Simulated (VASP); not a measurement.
Set up this calculation in VASP 6.6.1, as the native input.

* Task: single point
* Functional: PBE
* Potentials or basis: VASP PAW PBE potentials, release 64 (Pd)
* Cutoff: 520 eV
* k mesh: 8 × 8 × 8
* Occupations: gaussian, width 0.15 eV
* Spin: no spin polarisation
* Dipole correction: no
* Further INCAR settings: ALGO = Fast; EDIFF = 1e-07; NBANDS = 11

The structure of Pd lies in POSCAR:

```
Pd
1.0
    0.0000000000      1.9935225000      1.8962775000
    1.9935225000      0.0000000000      1.8962775000
    1.9935225000      1.9935225000      0.0000000000
Pd
1
Direct
    0.0000000000      0.0000000000      0.0000000000
```

This cell differs from its parent crystal: strain +0.025 along x and y, -0.025 along z.

These files were run (other wordings do the same):

INCAR

```
SYSTEM = Pd
PREC = Accurate
ENCUT = 520
EDIFF = 1E-7
ISMEAR = 0
SIGMA = 0.15
LREAL = .FALSE.
LASPH = .TRUE.
NELM = 60
ALGO = Fast
ISIF = 2
LWAVE = .FALSE.
LCHARG = .FALSE.
GGA = PE
NBANDS = 11
```

KPOINTS

```
Automatic mesh
0
G
  8 8 8
  0 0 0
```

Potentials or basis: VASP PAW PBE potentials, release 64 (Pd).

Command:

```bash
$ cat potpaw_PBE.64/Pd/POTCAR > POTCAR
$ mpirun -np 1 vasp_std > vasp.out
```

It gave:

```json
{"Pressure": "3.5 GPa", "Band gap on the k mesh": "zero (band 5 reaches 9.87 eV, above the bottom of band 6 at 8.21 eV)"}
```

Caveat: the cell differs from its parent crystal (strain +0.025 along x and y, -0.025 along z).

It took 15 s on 1 thread of AMD EPYC 7R43 64-Core Processor (Zen 3), on a shared host, peak memory 0.1 GiB.
